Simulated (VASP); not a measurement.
# Ca (P-1) in VASP: notebook

Ca is run at these levels: PBE; tasks: single point.

All numbers are computed with VASP 6.6.1; they aren't measurements. Logs are shortened: lines on timing, memory, paths and dates and some standing lists are left out, and cuts for length are marked.

### 1 The cell of the first run

The typed cell holds 1 atom: a = 3.890 Å, b = 3.922 Å, c = 3.894 Å, α = 60.77°, β = 57.24°, γ = 61.73°.

### 2 Single point, PBE

Input file INCAR:

```
SYSTEM = Ca
PREC     = Accurate       ! precision mode
ENCUT    = 520            ! plane-wave cutoff, eV
EDIFF    = 1E-6           ! SCF threshold, eV
ISMEAR   = -1             ! smearing method
SIGMA    = 0.15           ! smearing width, eV
LREAL    = .False.        ! projectors in reciprocal space
LASPH    = .True.         ! aspherical terms in the spheres
NELM     = 60             ! most SCF steps
ALGO     = Normal         ! electronic algorithm
ISIF     = 2              ! what is computed and relaxed
LWAVE    = .False.        ! write WAVECAR
LCHARG   = .False.        ! write CHGCAR
GGA      = PE             ! functional
NBANDS   = 11             ! bands
```

Input file KPOINTS:

```
regular mesh
0
Gamma
  6 6 6
  0 0 0
```

Input file POSCAR:

```
Ca
1.0
    0.0283625709      2.8368461014      2.6614593907
    2.7941674704     -0.0618964940      2.7517084722
    2.6859384558      2.8188661682      0.0463325207
Ca
1
Direct
    0.0000000000      0.0000000000      0.0000000000
```

Potentials or basis: VASP PAW PBE potentials, release 64 (Ca_sv).

Launch:

```sh
$ cat potpaw_PBE.64/Ca_sv/POTCAR > POTCAR
$ mpirun -np 1 vasp_std > vasp.out
```

OUTCAR:

```text
SYSTEM = Ca
   PREC = Accurate
   ENCUT = 520
   EDIFF = 1E-6
   ISMEAR = -1
   LREAL = .False.
   LASPH = .True.
   NELM = 60
   ISIF = 2
   GGA = PE

 ion  position               nearest neighbor table
   1  0.000  0.000  0.000-

  LATTYP: Found a triclinic cell.
 ALAT       =     3.8938950378
 B/A-ratio  =     1.4006640788
 C/A-ratio  =     0.9989919931
 COS(alpha) =     0.0137412359
 COS(beta)  =     0.5411044320
 COS(gamma) =     0.6791875165

  Lattice vectors:

 A1 = (  -2.6859384558,  -2.8188661682,  -0.0463325207)
 A2 = (  -5.4517433553,   0.0798764272,  -0.1365816022)
 A3 = (  -0.0283625709,  -2.8368461014,  -2.6614593907)

Analysis of symmetry for initial positions (statically):
=====================================================================
 Subroutine PRICEL returns:
 Original cell was already a primitive cell.

 Routine SETGRP: Setting up the symmetry group for a
 triclinic supercell.

 Subroutine GETGRP returns: Found  2 space group operations
 (whereof  2 operations were pure point group operations)
 out of a pool of  2 trial point group operations.

The static configuration has the point symmetry S_2 .

Analysis of symmetry for dynamics (positions and initial velocities):
=====================================================================
 Subroutine PRICEL returns:
 Original cell was already a primitive cell.

 Routine SETGRP: Setting up the symmetry group for a
 triclinic supercell.

 Subroutine GETGRP returns: Found  2 space group operations
 (whereof  2 operations were pure point group operations)
 out of a pool of  2 trial point group operations.

The dynamic configuration has the point symmetry S_2 .

 Subroutine INISYM returns: Found  2 space group operations
 (whereof  2 operations are pure point group operations),
 and found     1 'primitive' translations

----------------------------------------------------------------------------------------

                                     Primitive cell

  volume of cell :      41.7847

  direct lattice vectors                    reciprocal lattice vectors
     0.028362571  2.836846101  2.661459391    -0.185703497  0.173782701  0.192477952
     2.794167470 -0.061896494  2.751708472     0.176400903 -0.171048285  0.180440279
     2.685938456  2.818866168  0.046332521     0.190761394  0.176105535 -0.189743561

  length of vectors
     3.889969965  3.922129848  3.893895038     0.318957642  0.304849945  0.321567548

  position of ions in fractional coordinates (direct lattice)
     0.000000000  0.000000000  0.000000000

  ion indices of the primitive-cell ions
   primitive index   ion index
                 1           1

----------------------------------------------------------------------------------------

 KPOINTS: regular mesh

Automatic generation of k-mesh.
 Grid dimensions read from file:
 generate k-points for:    6    6    6

 Generating k-lattice:

  Cartesian coordinates                     Fractional coordinates (reciprocal lattice)
    -0.030950583  0.028963783  0.032079659     0.166666667 -0.000000000  0.000000000
     0.029400151 -0.028508047  0.030073380    -0.000000000  0.166666667 -0.000000000
     0.031793566  0.029350922 -0.031623927     0.000000000  0.000000000  0.166666667

  Length of vectors
     0.053159607  0.050808324  0.053594591

  Shift w.r.t. Gamma in fractional coordinates (k-lattice)
     0.000000000  0.000000000  0.000000000

 Subroutine IBZKPT returns following result:
 ===========================================

 Found    112 irreducible k-points:

 Following reciprocal coordinates:
            Coordinates               Weight
  0.000000  0.000000  0.000000      1.000000
  0.166667 -0.000000 -0.000000      2.000000
  0.333333  0.000000 -0.000000      2.000000
  0.500000 -0.000000 -0.000000      1.000000
  0.000000  0.166667  0.000000      2.000000
  0.166667  0.166667  0.000000      2.000000
[... 16 lines left out ...]
  0.333333  0.000000  0.166667      2.000000
  0.500000 -0.000000  0.166667      2.000000
 [... further k-points ...]
   k-points           NKPTS =    112   k-points in BZ     NKDIM =    112   number of bands    NBANDS=     11
   number of dos      NEDOS =    301   number of ions     NIONS =      1
   total plane-waves  NPLWV =  27000
   dimension x,y,z NGX =    30 NGY =   30 NGZ =   30
   dimension x,y,z NGXF=    60 NGYF=   60 NGZF=   60
   ions per type =               1
   NGX,Y,Z   is equivalent  to a cutoff of  12.82, 12.72, 12.81 a.u.
   NGXF,Y,Z  is equivalent  to a cutoff of  25.64, 25.43, 25.62 a.u.
 SYSTEM =  Ca
   PREC   = accura    normal or accurate (medium, high low for compatibility)
   ISTART =      0    job   : 0-new  1-cont  2-samecut
   ICHARG =      2    charge: 1-file 2-atom 10-const
   ISPIN  =      1    spin polarized calculation?
   LNONCOLLINEAR =      F non collinear calculations
   LSORBIT =      F    spin-orbit coupling
   LASPH  =      T    aspherical Exc in radial PAW
   ENCUT  =  520.0 eV  38.22 Ry    6.18 a.u.   7.23  7.29  7.24*2*pi/ulx,y,z
   NELM   =     60;   NELMIN=  2; NELMDL= -5     # of ELM steps
   EDIFF  = 0.1E-05   stopping-criterion for ELM
   LREAL  =      F    real-space projection
   EDIFFG = 0.1E-04   stopping-criterion for IOM
   NSW    =      0    number of steps for IOM
   IBRION =     -1    ionic relax: 0-MD 1-quasi-New 2-CG
   NFREE  =      0    steps in history (QN), initial steepest desc. (CG)
   ISIF   =      2    stress and relaxation
   ISYM   =      2    0-nonsym 1-usesym 2-fastsym
   POTIM  = 0.5000    time-step for ionic-motion
   TEBEG  =    0.0;   TEEND  =   0.0 temperature during run
   PSTRESS=    0.0 pullay stress
   NELECT =      10.0000    total number of electrons
   NUPDOWN=      -1.0000    fix difference up-down
   EMIN   =  10.00;   EMAX   =-10.00  energy-range for DOS
   EFERMI =   0.00;   METHOD = LEGACY
   ISMEAR =    -1;   SIGMA  =   0.15  broadening in eV -4-tet -1-fermi 0-gaus
   EFERMI_NEDOS =   21; number of points for ismear=-14 and -15
   IALGO  =     38    algorithm
   IMIX   =      4    mixing-type and parameters
     AMIX     =   0.40;   BMIX     =  1.00
     AMIX_MAG =   1.60;   BMIX_MAG =  1.00
  volume/ion in A,a.u.               =      41.78       281.98
  Fermi-wavevector in a.u.,A,eV,Ry     =   1.016410  1.920737 14.056041  1.033090
  Thomas-Fermi vector in A             =   2.149752
   LORBIT       =      0    0 simple, 1 ext, 2 COOP (PROOUT), +10 PAW based schemes
   GGA     = PE    functional components
   LHFCALC =     F    Hartree Fock is set to
   AEXX    =    0.0000 exact exchange contribution
   IVDW    =     0    specifies the selected vdW correction
   LEPSILON=     F    determine dielectric tensor
   LRPA    =     F    only Hartree local field effects (RPA)
 non-spin polarized calculation
  energy-cutoff  :      520.00
  volume of cell :       41.78
 maximum number of plane-waves:      1140
 NGX is ok and might be reduce to    30
   NGX = 15   NGY = 15   NGZ = 15

 number of electron      10.0000001 magnetization

 Free energy of the ion-electron system (eV)
  ---------------------------------------------------
  ext. energy  EPLUGINS =         0.00000000
  ---------------------------------------------------
  free energy    TOTEN  =        -1.95940441 eV

  energy without entropy =       -1.85950345  energy(sigma->0) =       -1.90945393

 E-fermi :   2.0156     XC(G=0):  -7.7623

 val. band max:        2.0144948623   @ k =  -0.3333  -0.1667   0.3333
 cond. band min:       2.0203430513   @ k =   0.0000   0.5000   0.1667
 fundamental gap:      0.0058481891
 Fermi energy:         2.0156118732

 k-point     1 :       0.0000    0.0000    0.0000
  band No.  band energies     occupation
      1     -39.9692      2.00000
      2     -20.8875      2.00000
      3     -20.8856      2.00000
      4     -20.8852      2.00000
      5      -2.0403      2.00000
      6       4.1195      0.00000
      7       4.3366      0.00000
      8       4.6272      0.00000
      9       5.2834      0.00000
     10       5.6242      0.00000
     11      11.0779      0.00000

 k-point     2 :       0.1667   -0.0000   -0.0000
  band No.  band energies     occupation
      1     -39.9651      2.00000
      2     -20.9264      2.00000
      3     -20.8946      2.00000
      4     -20.8882      2.00000
      5      -1.5542      2.00000
      6       3.9318      0.00001
      7       4.4131      0.00000
      8       4.5714      0.00000
      9       5.2160      0.00000
     10       5.4384      0.00000
     11      11.0074      0.00000

 k-point     3 :       0.3333    0.0000   -0.0000
  band No.  band energies     occupation
      1     -39.9568      2.00000
      2     -21.0072      2.00000
      3     -20.9094      2.00000
      4     -20.8934      2.00000
      5      -0.2462      2.00000
      6       2.9687      0.00347
      7       4.3213      0.00000
      8       4.4441      0.00000
      9       5.6357      0.00000
     10       5.7627      0.00000
     11       8.4804      0.00000

 k-point     4 :       0.5000   -0.0000   -0.0000
  band No.  band energies     occupation
      1     -39.9527      2.00000
      2     -21.0470      2.00000
      3     -20.9169      2.00000
      4     -20.8960      2.00000
      5       1.0870      1.99591
      6       1.9411      1.24334
      7       4.1672      0.00000
      8       4.2843      0.00000
      9       5.9783      0.00000
     10       6.2560      0.00000
     11       7.4207      0.00000

 k-point     5 :       0.0000    0.1667    0.0000
  band No.  band energies     occupation
      1     -39.9664      2.00000
      2     -20.9181      2.00000
      3     -20.8913      2.00000
      4     -20.8881      2.00000
      5      -1.6000      2.00000
      6       3.7233      0.00002
      7       4.3452      0.00000
      8       4.7273      0.00000
      9       5.3075      0.00000
     10       5.5560      0.00000
     11      10.2429      0.00000
[... 211 lines left out ...]
 k-point    21 :      -0.0000    0.0000    0.1667
  band No.  band energies     occupation
      1     -39.9649      2.00000
      2     -20.9277      2.00000
      3     -20.8943      2.00000
      4     -20.8889      2.00000
      5      -1.5458      2.00000
      6       3.9796      0.00000
      7       4.3671      0.00000
      8       4.5901      0.00000
      9       5.1935      0.00000
     10       5.4242      0.00000
     11      11.1319      0.00000

 k-point    22 :       0.1667   -0.0000    0.1667
  band No.  band energies     occupation
      1     -39.9651      2.00000
      2     -20.9214      2.00000
      3     -20.8970      2.00000
      4     -20.8954      2.00000
      5      -1.4588      2.00000
      6       3.6985      0.00003
      7       4.5389      0.00000
      8       4.6797      0.00000
      9       4.8892      0.00000
     10       5.7463      0.00000
     11      11.4623      0.00000

 k-point    23 :       0.3333    0.0000    0.1667
  band No.  band energies     occupation
      1     -39.9589      2.00000
      2     -20.9689      2.00000
      3     -20.9173      2.00000
      4     -20.9049      2.00000
      5      -0.4829      2.00000
      6       3.2227      0.00064
      7       3.9931      0.00000
      8       4.7350      0.00000
      9       5.4226      0.00000
     10       5.8898      0.00000
     11       9.4648      0.00000

 k-point    24 :       0.5000   -0.0000    0.1667
  band No.  band energies     occupation
      1     -39.9526      2.00000
      2     -21.0216      2.00000
      3     -20.9379      2.00000
      4     -20.9050      2.00000
      5       1.0365      1.99708
      6       2.3398      0.20654
      7       3.7279      0.00002
      8       4.5353      0.00000
      9       6.0440      0.00000
     10       6.3025      0.00000
     11       7.3389      0.00000

 [... further k-points ...]
[... 5 lines left out ...]
  --------------------------------------------------------------------------------------
  -------------------------------------------------------------------------------------
  Total        0.1041209     -0.0099051      0.0994649      0.1014120      0.0687726     -0.2365439
  in kB        3.9923733     -0.3797973      3.8138470      3.8885051      2.6369908     -9.0699535
  external PRESSURE =       2.4754743 kB  Pullay stress =       0.0000000 kB

 VOLUME and BASIS-vectors are now :
 -----------------------------------------------------------------------------
  energy-cutoff  :      520.00
  volume of cell :       41.78
      direct lattice vectors                 reciprocal lattice vectors
     0.028362571  2.836846101  2.661459391    -0.185703497  0.173782701  0.192477952
     2.794167470 -0.061896494  2.751708472     0.176400903 -0.171048285  0.180440279
     2.685938456  2.818866168  0.046332521     0.190761394  0.176105535 -0.189743561

 POSITION                                       TOTAL-FORCE (eV/Angst)
 -----------------------------------------------------------------------------------
      0.00000      0.00000      0.00000         0.000000      0.000000     -0.000000
 -----------------------------------------------------------------------------------
    total drift:                               -0.000000     -0.000000     -0.000000

  FREE ENERGIE OF THE ION-ELECTRON SYSTEM (eV)
  ---------------------------------------------------
  free  energy   TOTEN  =        -1.9594044147 eV

  energy  without entropy=       -1.8595034505  energy(sigma->0) =       -1.90945393
```

Run time: 34 s. Hardware: 1 thread of AMD EPYC 7R13 (Zen 3), shared host; peak memory 0.17 GiB.

What came out:

* Free energy: -1.9594 eV
* Pressure: 0.2 GPa
* Band gap on the k mesh: zero (band 5 reaches 2.07 eV, above the bottom of band 6 at 1.66 eV)

(Continued in part 2 of 3.)
